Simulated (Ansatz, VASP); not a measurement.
## CoRu3: VASP beside Ansatz

```xyz
4
Lattice="2.5663 0.0000 0.0000 -1.2832 2.2225 0.0000 0.0000 0.0000 8.8670" Properties=species:S:1:pos:R:3 pbc="T T T"
Co    0.0000    1.4817    4.4335
Ru    0.0000    1.4817    0.0000
Ru    1.2832    0.7408    2.2167
Ru    1.2832    0.7408    6.6502
```

Alike in both runs: task single point; functional PBE; k mesh 6 × 6 × 2; occupations gaussian, width 0.1 eV; collinear spin.

|  | VASP | Ansatz |
| --- | --- | --- |
| version | VASP 6.6.1 | Ansatz 0.2.0 |
| potentials or method | VASP PAW PBE potentials, release 64 (Co, Ru_pv), cutoff 520 eV | scalar-relativistic, plane waves, PAW |
| valence electrons in the cell | 51 | 65 |

Ansatz gave:

```
gap on the k mesh at the Fermi level (eV)                     : none
pressure (GPa)                                                : 18.2
traceless stress, the component that is largest in VASP (GPa) : -30.45
rms of the force components (eV/Å)                            : 0.126
net moment per atom (μB)                                      : 0.48
size of the moment on the site where the two differ most (μB) : 1.68
```

Task: What did VASP give for the same quantities?

Result: gap on the k mesh at the Fermi level (eV): none; pressure (GPa): 18.0; traceless stress, the component that is largest in VASP (GPa): -30.47; rms of the force components (eV/Å): 0.129; net moment per atom (μB): 0.47; size of the moment on the site where the two differ most (μB): 1.63.

Site moments also hang on the region over which each program counts them. Atom by atom the forces differ by 0.002 eV/Å (rms over components). A gap of «none» marks a metal or a gap that the smearing closes. The functional is the same, so the differences come from potentials, cutoffs and numerics. VASP's potentials hold 51 valence electrons a cell and Ansatz's 65, so a difference there can come from the potentials and not from the codes.

The k mesh is coarse, so the values compare programs but aren't converged.
